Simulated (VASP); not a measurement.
# Si (P6_3/mmc) in VASP: a series of runs

The runs below take Si through relaxation of shape and atoms at fixed volume, relaxation of cell and atoms, with LDA.

Everything below comes from runs of VASP 6.6.1. Logs are shortened: lines on timing, memory, paths and dates and some standing lists are left out, and cuts for length are marked.

### 1 The cell of the first run

It takes space group P6_3/mmc (No. 194, hexagonal). Conventional cell: a = 2.505 Å, b = 2.505 Å, c = 4.265 Å, α = 90.00°, β = 90.00°, γ = 120.00°. Within 3.3 Å of Si (site symmetry -6m2) lie 12 Si at 2.50 to 2.58 Å.

This isn't the form of Si at room conditions, which is diamond.

### 2 Relaxation of shape and atoms at fixed volume, LDA

INCAR reads:

```
SYSTEM = Si
  ALGO = Normal
  EDIFF = 1E-7
  EDIFFG = -0.005
  ENCUT = 600
  IBRION = 2
  ISIF = 4
  ISMEAR = -1
  LASPH = .TRUE.
  LCHARG = .FALSE.
  LREAL = .FALSE.
  LWAVE = .FALSE.
  NELM = 100
  NSW = 50
  PREC = Accurate
  SIGMA = 0.1
```

KPOINTS reads:

```
k-points
0
G
  15 15 8
  0 0 0
```

POSCAR reads:

```
Si
1.0
    2.5048864697      0.0000000000      0.0000000000
   -1.2524432349      2.1692953164      0.0000000000
    0.0000000000      0.0000000000      4.2646946176
Si
2
Direct
    0.3333333333      0.6666666667      0.2500000000
    0.6666666667      0.3333333333      0.7500000000
```

Potentials or basis: VASP PAW LDA potentials, release 64 (Si).

Started as:

```console
$ cat potpaw_LDA.64/Si/POTCAR > POTCAR
$ mpirun -np 1 vasp_std > vasp.out
```

OUTCAR:

```text
SYSTEM = Si
   EDIFF = 1E-7
   EDIFFG = -0.005
   ENCUT = 600
   IBRION = 2
   ISIF = 4
   ISMEAR = -1
   LASPH = .TRUE.
   LREAL = .FALSE.
   NELM = 100
   NSW = 50
   PREC = Accurate

 ion  position               nearest neighbor table
   1  0.333  0.667  0.250-   2 2.58   2 2.58   2 2.58   2 2.58   2 2.58   2 2.58
   2  0.667  0.333  0.750-   1 2.58   1 2.58   1 2.58   1 2.58   1 2.58   1 2.58

  LATTYP: Found a hexagonal cell.
 ALAT       =     2.5048864697
 C/A-ratio  =     1.7025500633

  Lattice vectors:

 A1 = (   2.5048864697,   0.0000000000,   0.0000000000)
 A2 = (  -1.2524432349,   2.1692953164,   0.0000000000)
 A3 = (   0.0000000000,   0.0000000000,   4.2646946176)

Analysis of symmetry for initial positions (statically):
=====================================================================
 Subroutine PRICEL returns:
 Original cell was already a primitive cell.

 Routine SETGRP: Setting up the symmetry group for a
 hexagonal supercell.

 Subroutine GETGRP returns: Found 24 space group operations
 (whereof 12 operations were pure point group operations)
 out of a pool of 24 trial point group operations.

The static configuration has the point symmetry D_3d.
 The point group associated with its full space group is D_6h.

Analysis of symmetry for dynamics (positions and initial velocities):
=====================================================================
 Subroutine PRICEL returns:
 Original cell was already a primitive cell.

 Routine SETGRP: Setting up the symmetry group for a
 hexagonal supercell.

 Subroutine GETGRP returns: Found 24 space group operations
 (whereof 12 operations were pure point group operations)
 out of a pool of 24 trial point group operations.

The dynamic configuration has the point symmetry D_3d.
 The point group associated with its full space group is D_6h.

 Subroutine INISYM returns: Found 24 space group operations
 (whereof 12 operations are pure point group operations),
 and found     1 'primitive' translations

----------------------------------------------------------------------------------------

                                     Primitive cell

  volume of cell :      23.1737

  direct lattice vectors                    reciprocal lattice vectors
     2.504886470  0.000000000  0.000000000     0.399219690  0.230489596  0.000000000
    -1.252443235  2.169295316  0.000000000     0.000000000  0.460979191  0.000000000
     0.000000000  0.000000000  4.264694618     0.000000000  0.000000000  0.234483378

  length of vectors
     2.504886470  2.504886470  4.264694618     0.460979191  0.460979191  0.234483378

  position of ions in fractional coordinates (direct lattice)
     0.333333333  0.666666667  0.250000000
     0.666666667  0.333333333  0.750000000

  ion indices of the primitive-cell ions
   primitive index   ion index
                 1           1
                 2           2

----------------------------------------------------------------------------------------

 KPOINTS: k-points

Automatic generation of k-mesh.
 Grid dimensions read from file:
 generate k-points for:   15   15    8

 Generating k-lattice:

  Cartesian coordinates                     Fractional coordinates (reciprocal lattice)
     0.026614646  0.015365973  0.000000000     0.066666667  0.000000000  0.000000000
     0.000000000  0.030731946  0.000000000     0.000000000  0.066666667  0.000000000
     0.000000000  0.000000000  0.029310422     0.000000000  0.000000000  0.125000000

[... 53 lines left out ...]
   LASPH  =      T    aspherical Exc in radial PAW
   ENCUT  =  600.0 eV  44.10 Ry    6.64 a.u.   5.00  5.00  8.52*2*pi/ulx,y,z
   NELM   =    100;   NELMIN=  2; NELMDL= -5     # of ELM steps
   EDIFF  = 0.1E-06   stopping-criterion for ELM
   LREAL  =      F    real-space projection
   EDIFFG = -.5E-02   stopping-criterion for IOM
   NSW    =     50    number of steps for IOM
   IBRION =      2    ionic relax: 0-MD 1-quasi-New 2-CG
   NFREE  =      1    steps in history (QN), initial steepest desc. (CG)
   ISIF   =      4    stress and relaxation
   ISYM   =      2    0-nonsym 1-usesym 2-fastsym
   POTIM  = 0.5000    time-step for ionic-motion
   TEBEG  =    0.0;   TEEND  =   0.0 temperature during run
   PSTRESS=    0.0 pullay stress
   NELECT =       8.0000    total number of electrons
   NUPDOWN=      -1.0000    fix difference up-down
   EMIN   =  10.00;   EMAX   =-10.00  energy-range for DOS
   EFERMI =   0.00;   METHOD = LEGACY
   ISMEAR =    -1;   SIGMA  =   0.10  broadening in eV -4-tet -1-fermi 0-gaus
   EFERMI_NEDOS =   21; number of points for ismear=-14 and -15
   IALGO  =     38    algorithm
   IMIX   =      4    mixing-type and parameters
     AMIX     =   0.40;   BMIX     =  1.00
     AMIX_MAG =   1.60;   BMIX_MAG =  1.00
  volume/ion in A,a.u.               =      11.59        78.19
  Fermi-wavevector in a.u.,A,eV,Ry     =   1.148435  2.170228 17.944779  1.318904
  Thomas-Fermi vector in A             =   2.285110
   LORBIT       =      0    0 simple, 1 ext, 2 COOP (PROOUT), +10 PAW based schemes
   GGA     = CA    functional components
   LHFCALC =     F    Hartree Fock is set to
   AEXX    =    0.0000 exact exchange contribution
   IVDW    =     0    specifies the selected vdW correction
   LEPSILON=     F    determine dielectric tensor
   LRPA    =     F    only Hartree local field effects (RPA)
 conjugate gradient relaxation of ions
 non-spin polarized calculation
  energy-cutoff  :      600.00
  volume of cell :       23.17
 maximum number of plane-waves:       792
 NGX is ok and might be reduce to    20
   NGX =  9   NGY =  9   NGZ = 17

--------------------------------------- Ionic step        1  -------------------------------------------

 number of electron       8.0000000 magnetization

 Free energy of the ion-electron system (eV)
  ---------------------------------------------------
  ext. energy  EPLUGINS =         0.00000000
  ---------------------------------------------------
  free energy    TOTEN  =       -10.80590342 eV

  energy without entropy =      -10.78369629  energy(sigma->0) =      -10.79479986

------------------------ aborting loop because EDIFF is reached ----------------------------------------

  FORCE on cell =-STRESS in cart. coord.  units (eV):
  Direction    XX          YY          ZZ          XY          YZ          ZX
  --------------------------------------------------------------------------------------
  -------------------------------------------------------------------------------------
  Total        3.6572821      3.6572821      3.4502924     -0.0000000      0.0000000     -0.0000000
  in kB      252.8566498    252.8566498    238.5458272     -0.0000000      0.0000000     -0.0000000
  external PRESSURE =     248.0863756 kB  Pullay stress =       0.0000000 kB

 VOLUME and BASIS-vectors are now :
 -----------------------------------------------------------------------------
  energy-cutoff  :      600.00
  volume of cell :       23.17
      direct lattice vectors                 reciprocal lattice vectors
     2.504886470  0.000000000  0.000000000     0.399219690  0.230489596  0.000000000
    -1.252443235  2.169295316  0.000000000     0.000000000  0.460979191  0.000000000
     0.000000000  0.000000000  4.264694618     0.000000000  0.000000000  0.234483378

 POSITION                                       TOTAL-FORCE (eV/Angst)
 -----------------------------------------------------------------------------------
     -0.00000      1.44620      1.06617         0.000000      0.000000      0.000000
      1.25244      0.72310      3.19852        -0.000000      0.000000      0.000000
 -----------------------------------------------------------------------------------
    total drift:                                0.000000     -0.000000      0.000000

  FREE ENERGIE OF THE ION-ELECTRON SYSTEM (eV)
  ---------------------------------------------------
  free  energy   TOTEN  =       -10.8059034226 eV

  energy  without entropy=      -10.7836962890  energy(sigma->0) =      -10.79479986

--------------------------------------- Ionic step        2  -------------------------------------------

 number of electron       8.0000000 magnetization

 Free energy of the ion-electron system (eV)
  ---------------------------------------------------
  ext. energy  EPLUGINS =         0.00000000
  ---------------------------------------------------
  free energy    TOTEN  =       -10.80624994 eV

  energy without entropy =      -10.78440868  energy(sigma->0) =      -10.79532931

 E-fermi :  13.3208     XC(G=0): -12.1820

 val. band max:       13.3190401814   @ k =   0.2000   0.1333   0.3750
 cond. band min:      13.4084568335   @ k =   0.2667   0.2000   0.5000
 fundamental gap:      0.0894166521
 Fermi energy:        13.3207645438

 k-point     1 :       0.0000    0.0000    0.0000
  band No.  band energies     occupation
      1      -3.2444      2.00000
      2       4.4813      2.00000
      3       4.7364      2.00000
      4      23.9275      0.00000
      5      23.9275      0.00000
      6      24.6978      0.00000
      7      24.6978      0.00000
      8      24.9440      0.00000
[... 243 lines left out ...]
 k-point    24 :       0.4000    0.2000    0.0000
  band No.  band energies     occupation
      1       5.0021      2.00000
      2       5.2651      2.00000
      3      10.6887      2.00000
      4      12.1373      1.99999
      5      12.2018      1.99997
      6      13.4436      0.45303
      7      13.7573      0.02511
      8      18.4548      0.00000

 [... further k-points ...]
[... 5 lines left out ...]
  --------------------------------------------------------------------------------------
  -------------------------------------------------------------------------------------
  Total        3.5903868      3.5903868      3.5909492     -0.0000000      0.0000000      0.0000000
  in kB      248.2316543    248.2316543    248.2705326     -0.0000000      0.0000000      0.0000000
  external PRESSURE =     248.2446137 kB  Pullay stress =       0.0000000 kB

 VOLUME and BASIS-vectors are now :
 -----------------------------------------------------------------------------
  energy-cutoff  :      600.00
  volume of cell :       23.17
      direct lattice vectors                 reciprocal lattice vectors
     2.509062281 -0.000000000 -0.000000000     0.398555272  0.230105994  0.000000000
    -1.254531141  2.172911675  0.000000000     0.000000000  0.460211987  0.000000000
    -0.000000000  0.000000000  4.250511039     0.000000000  0.000000000  0.235265828

 POSITION                                       TOTAL-FORCE (eV/Angst)
 -----------------------------------------------------------------------------------
     -0.00000      1.44861      1.06263         0.000000      0.000000      0.000000
      1.25453      0.72430      3.18788        -0.000000      0.000000      0.000000
 -----------------------------------------------------------------------------------
    total drift:                                0.000000     -0.000000      0.000000

  FREE ENERGIE OF THE ION-ELECTRON SYSTEM (eV)
  ---------------------------------------------------
  free  energy   TOTEN  =       -10.8062499376 eV

  energy  without entropy=      -10.7844086774  energy(sigma->0) =      -10.79532931

 reached required accuracy - stopping structural energy minimisation
```

It took 51 s on 1 thread of Intel Xeon 8259CL, shared host; peak memory 0.14 GiB.

What came out:

```
Free energy               : -10.8062 eV
Energy gained by relaxing : 0.2 meV/atom
Ionic steps               : 2
Pressure after relaxing   : 24.8 GPa
Band gap on the k mesh    : zero (bands 4 and 5 overlap by 14.54 eV)
```

Step by step:
| step | energy change (eV) | largest force (eV/Å) | pressure (GPa) | volume (Å³) |
| --- | --- | --- | --- | --- |
| 1 | 0.0000 | 0.0000 | 24.81 | 23.17 |
| 2 | -0.0003 | 0.0000 | 24.82 | 23.17 |

Final structure:
```
CELL_PARAMETERS angstrom
2.50906 0.00000 0.00000
-1.25453 2.17291 0.00000
0.00000 0.00000 4.25051
ATOMIC_POSITIONS crystal
Si 0.33333 0.66667 0.25000
Si 0.66667 0.33333 0.75000
```

### 3 Relaxation of shape and atoms at fixed volume, LDA

This run uses another cell than the first one, of 12.69 Å³/atom.

INCAR reads:

```
  ALGO = Normal
  EDIFF = 1E-7
  EDIFFG = -0.005
  ENCUT = 600
  GGA = CA
  IBRION = 2
  ISIF = 4
  ISMEAR = -1
  LASPH = True
  LCHARG = False
  LREAL = False
  LWAVE = False
  NELM = 100
  NSW = 50
  PREC = Accurate
  SIGMA = 0.1
```

KPOINTS reads:

```
k-points
0
Gamma
  15 15 8
```

POSCAR reads:

```
Si
1.0
    2.5820078640      0.0000000000      0.0000000000
   -1.2910039320      2.2360844030      0.0000000000
    0.0000000000      0.0000000000      4.3959976523
Si
2
Direct
    0.3333333333      0.6666666667      0.2500000000
    0.6666666667      0.3333333333      0.7500000000
```

Potentials or basis: VASP PAW LDA potentials, release 64 (Si).

Started as:

```console
$ cat potpaw_LDA.64/Si/POTCAR > POTCAR
$ mpirun -np 1 vasp_std > vasp.out
```

Run time: 68 s. Hardware: 1 thread of Intel Xeon 8259CL, shared host; peak memory 0.15 GiB.

The run converged. Its results:

```yaml
Free_energy: -11.0355 eV
Energy_gained_by_relaxing: 0.1 meV/atom
Ionic_steps: 3
Pressure_after_relaxing: 9.7 GPa
Band_gap_on_the_k_mesh: zero (bands 4 and 5 overlap by 13.85 eV)
```

The path:
| step | energy change (eV) | largest force (eV/Å) | pressure (GPa) | volume (Å³) |
| --- | --- | --- | --- | --- |
| 1 | 0.0000 | 0.0000 | 9.68 | 25.38 |
| 2 | -0.0002 | 0.0000 | 9.67 | 25.38 |
| 3 | -0.0002 | 0.0000 | 9.66 | 25.38 |

Final structure:
```
CELL_PARAMETERS angstrom
2.58561 0.00000 0.00000
-1.29281 2.23921 0.00000
0.00000 0.00000 4.38375
ATOMIC_POSITIONS crystal
Si 0.33333 0.66667 0.25000
Si 0.66667 0.33333 0.75000
```

Levels at points of the mesh, in eV from the Fermi level:
| k point | band 1 | band 2 | band 3 | band 4 | band 5 | band 6 | band 7 | band 8 |
| --- | --- | --- | --- | --- | --- | --- | --- | --- |
| (0.00, 0.00, 0.00) | -15.66 | -8.56 | -7.96 | 9.77 | 9.77 | 10.84 | 10.84 | 11.28 |
| (0.00, 0.00, 0.50) | -13.79 | -13.79 | 0.60 | 0.60 | 11.27 | 11.27 | 11.27 | 11.27 |

### 4 Relaxation of cell and atoms, LDA

This run uses another cell than the first one, of 16.00 Å³/atom.

INCAR reads:

```
PREC = Accurate ; ENCUT = 600
EDIFF = 1E-7 ; ISMEAR = -1
SIGMA = 0.1 ; LREAL = F
LASPH = T ; NELM = 60
ALGO = Normal ; ISIF = 3
LWAVE = F ; LCHARG = F
GGA = CA ; IBRION = 2
NSW = 60 ; EDIFFG = -0.005
```

KPOINTS reads:

```
Automatic mesh
0
Gamma
  15 15 8
```

POSCAR reads:

```
Si
1.0
    2.8359687699      0.0000000000      0.0000000000
   -1.4179843850      2.4560209991      0.0000000000
    0.0000000000      0.0000000000      4.5942694073
Si
2
Direct
    0.3333333333      0.6666666667      0.2500000000
    0.6666666667      0.3333333333      0.7500000000
```

Started as:

```console
$ cat potpaw_LDA.64/Si/POTCAR > POTCAR
$ mpirun -np 1 vasp_std > vasp.out
```

Wall time 3.5 min (1 thread of Intel Xeon 8259CL, shared host); peak memory 0.16 GiB.

It converged, with:

```yaml
Free_energy: -11.0976 eV
Relaxed_volume: 13.81 Å³/atom
Relaxed_cell: a = 2.656 Å, b = 2.656 Å, c = 4.520 Å, α = 90.00°, β = 90.00°, γ = 120.00°
Space_group_after_relaxing_to_0.1_Å: P6_3/mmc (No. 194)
Energy_gained_by_relaxing: 84.7 meV/atom
Ionic_steps: 9
Pressure_after_relaxing: 0.0 GPa
Band_gap_on_the_k_mesh: zero (bands 4 and 5 overlap by 12.83 eV)
```

The path:
| step | energy change (eV) | largest force (eV/Å) | pressure (GPa) | volume (Å³) |
| --- | --- | --- | --- | --- |
| 1 | 0.0000 | 0.0000 | -10.18 | 32.00 |
| 2 | -0.1603 | 0.0000 | 0.41 | 27.52 |
| 3 | -0.1604 | 0.0000 | 0.18 | 27.59 |
| 4 | -0.1648 | 0.0000 | 0.10 | 27.58 |
| 5 | -0.1679 | 0.0000 | 0.37 | 27.54 |
| 6 | -0.1693 | 0.0000 | 0.19 | 27.56 |
| 7 | -0.1693 | 0.0000 | 0.18 | 27.56 |
| 8 | -0.1693 | 0.0000 | -0.10 | 27.64 |
| 9 | -0.1694 | 0.0000 | 0.00 | 27.61 |

Final structure:
```
Si
1.0
     2.65573    0.00000    0.00000
    -1.32786    2.29993    0.00000
     0.00000    0.00000    4.52032
Si
2
Direct
  0.33333 0.66667 0.25000
  0.66667 0.33333 0.75000
```

Levels at points of the mesh, in eV from the Fermi level:
```tsv
k point	band 2	band 3	band 4	band 5	band 6	band 7
(0.00, 0.00, 0.00)	-8.34	-7.40	9.09	9.09	10.37	10.37
(0.00, 0.00, 0.50)	-13.09	0.50	0.50	10.43	10.43	10.43
```

### 5 The runs side by side

| task | cell | gap on the mesh (eV) | pressure (GPa) |
| --- | --- | --- | --- |
| relaxation of shape and atoms at fixed volume | relaxed from a = 2.505, b = 2.505, c = 4.265 Å, angles 90.0, 90.0, 120.0°, 2 atoms | none | 24.8 |
| relaxation of shape and atoms at fixed volume | relaxed from a = 2.582, b = 2.582, c = 4.396 Å, angles 90.0, 90.0, 120.0°, 2 atoms | none | 9.7 |
| relaxation of cell and atoms | relaxed from a = 2.836, b = 2.836, c = 4.594 Å, angles 90.0, 90.0, 120.0°, 2 atoms | none | 0.0 |

Alike in all rows: level LDA; potentials or basis VASP PAW LDA potentials, release 64 (Si); no spin polarisation; k mesh 15 × 15 × 8; cutoff (eV) 600; smearing fermi-dirac 0.1 eV.

Absolute energies hang on the potentials; compare differences alone.
